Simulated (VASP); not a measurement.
Runs of VASP 6.6.1 on CdSe (rocksalt type). The structure is that of space group Fm-3m (No. 225), or close to it. The cells are those of the table. 

| cell | gap on the mesh (eV) | pressure (GPa) |
| --- | --- | --- |
| a = 4.020 Å, angles 60.0°, 2 atoms | - | 0.4 |
| a = 3.732 Å, angles 60.0°, 2 atoms | none | (a) |
| a = 3.603 Å, angles 60.0°, 2 atoms | none | 51.3 |
| a = 3.853 Å, angles 60.0°, 2 atoms | none | 12.7 |

Alike in all rows: task single point; level r2SCAN; potentials or basis VASP PAW PBE potentials, release 64 (Cd, Se); no spin polarisation; k mesh 12 × 12 × 12; cutoff (eV) 520; smearing fermi-dirac 0.05 eV.

Question: Fill in the values left out.

Answer: (a) 27.4.

Caveats: the PAW data sets were made with another functional, which shifts forces and pressure a little.

A k mesh can miss the band edges, and the runs leave out spin-orbit coupling on Cd, Se.

A gap of «none» marks levels without a gap at the run's occupations.
